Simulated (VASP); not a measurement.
Wanted: the native input for a VASP 6.6.1 run.

```yaml
Task: single point
Functional: PBEsol
Potentials_or_basis: VASP PAW PBE potentials, release 64 (B, As)
Cutoff: 520 eV
k_mesh: 12 × 12 × 12
Occupations: gaussian, width 0.05 eV
Spin: no spin polarisation
Dipole_correction: no
Further_INCAR_settings: ALGO = Normal; EDIFF = 1e-06; NBANDS = 11
```

The structure of BAs lies in POSCAR:

```
BAs
1.0
    0.0000000000      2.1884877912      2.8450341286
    2.1884877912      0.0000000000      2.8450341286
    2.1884877912      2.1884877912      0.0000000000
B As
1 1
Direct
    0.0000000000      0.0000000000      0.0000000000
    0.7500000000      0.7500000000      0.7500000000
```

This cell differs from its parent crystal: ratio of the length along z to the lengths across it x 1.3, volume and fractional coordinates fixed.

These files were run (other wordings do the same):

INCAR

```
SYSTEM = BAs
  PREC = Accurate
  ENCUT = 520
  EDIFF = 1E-6
  ISMEAR = 0
  SIGMA = 0.05
  LREAL = .FALSE.
  LASPH = .TRUE.
  NELM = 80
  ALGO = Normal
  ISIF = 2
  LWAVE = .FALSE.
  LCHARG = .FALSE.
  GGA = PS
  NBANDS = 11
```

KPOINTS

```
Automatic mesh
0
G
  12 12 12
  0 0 0
```

Potentials or basis: VASP PAW PBE potentials, release 64 (B, As).

Launch:

```sh
$ cat potpaw_PBE.64/B/POTCAR potpaw_PBE.64/As/POTCAR > POTCAR
$ mpirun -np 1 vasp_std > vasp.out
```

It gave:

```json
{"Pressure": "0.5 GPa", "Band gap on the k mesh": "zero (bands 4 and 5 overlap by 0.91 eV)"}
```

Caveat: the PAW data sets were made with another functional, which shifts forces and pressure a little.

It took 45 s on 1 thread of Intel Xeon 8259CL, with other jobs on the host, peak memory 0.19 GiB.
